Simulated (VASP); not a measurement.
Ti:

```
CELL_PARAMETERS angstrom
-1.57738 1.57738 1.57738
1.57738 -1.57738 1.57738
1.57738 1.57738 -1.57738
ATOMIC_POSITIONS crystal
Ti 0.00000 0.00000 0.00000
```

This isn't the form of Ti at room conditions, which is hcp.

Base run:

| Quantity | Value |
| --- | --- |
| Program | VASP 6.6.1 |
| Functional | PBE |
| Potentials or basis | VASP PAW PBE potentials, release 64 (Ti_sv) |
| Cutoff | 520 eV |
| k mesh | 22 × 22 × 22 |
| Occupations | gaussian, width 0.15 eV |
| Spin | collinear spin |
| Starting moments | [0.9] μB |
| Fixed moment | 0.9 μB |

Its results: pressure 13.9 GPa; site moments Ti +0.65 μB.

The run is repeated on the same cell with these changes: fixed moment from 0.9 μB to 0.1 μB; moments at the start from [0.9] to [0.1]. What comes out?

Pressure 11.4 GPa; site moments Ti +0.07 μB.

Caveats: the cell stands under pressure; the total moment is fixed, so each spin has its own Fermi level.
